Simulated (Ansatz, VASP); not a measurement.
**Two plane-wave programs on Ir**

File POSCAR:

```
Ir
1.0
    0.0000000000      1.7589449499      2.2866284348
    1.7589449499      0.0000000000      2.2866284348
    1.7589449499      1.7589449499      0.0000000000
Ir
1
Direct
    0.0000000000      0.0000000000      0.0000000000
```

Contents of INCAR.step1:

```
SYSTEM = Ir
ALGO = Normal
EDIFF = 1E-5
ENCUT = 620
GGA = PE
GGA_COMPAT = .False.
ISMEAR = 0
LASPH = .True.
LCHARG = .False.
LREAL = .False.
LWAVE = .True.
NBANDS = 14
NELM = 120
PREC = Accurate
SIGMA = 0.15
```

File INCAR.step2:

```
SYSTEM = Ir
ALGO = Normal
EDIFF = 1E-6
ENCUT = 620
GGA_COMPAT = .False.
ISIF = 2
ISMEAR = 0
ISTART = 1
LASPH = .True.
LCHARG = .False.
LMIXTAU = .True.
LREAL = .False.
LWAVE = .False.
METAGGA = R2SCAN
NBANDS = 14
NELM = 120
PREC = Accurate
SIGMA = 0.15
```

Contents of KPOINTS:

```
k-points
0
Gamma
  24 24 24
  0 0 0
```

Input for Ansatz:

```yaml
crystal:
  lattice:
    - [0.0, 1.7589449499, 2.2866284348]
    - [1.7589449499, 0.0, 2.2866284348]
    - [1.7589449499, 1.7589449499, 0.0]
  atoms:
    - { symbol: Ir, position: [0.0, 0.0, 0.0] }
basis:
  ecutwfc: 500
kpoints:
  mp_grid: { grid: [24, 24, 24] }
hamiltonian:
  xc: r2scan
scf:
  occupations: { method: gaussian, width: 0.15 }
output:
  forces: true
  stress: true
  eigenvalues: true
```

Alike in both runs: task single point; functional r2SCAN; k mesh 24 × 24 × 24; occupations gaussian, width 0.15 eV; no spin polarisation.

|  | VASP | Ansatz |
| --- | --- | --- |
| version | VASP 6.6.1 | Ansatz 0.2.0 |
| potentials or method | VASP PAW PBE potentials, release 64 (Ir_sv_GW), cutoff 620 eV | scalar-relativistic, plane waves, PAW |
| valence electrons in the cell | 17 | 17 |

|  | VASP | Ansatz | Ansatz less VASP |
| --- | --- | --- | --- |
| gap on the k mesh at the Fermi level (eV) | none | none | - |
| pressure (GPa) | 19.6 | 20.5 | +0.90 |
| traceless stress, the component that is largest in VASP (GPa) | -54.59 | -54.62 | -0.038 |

VASP's potentials were made for PBE, not for r2SCAN. A gap of «none» marks a metal or a gap that the smearing closes.

Spin-orbit coupling is off throughout.
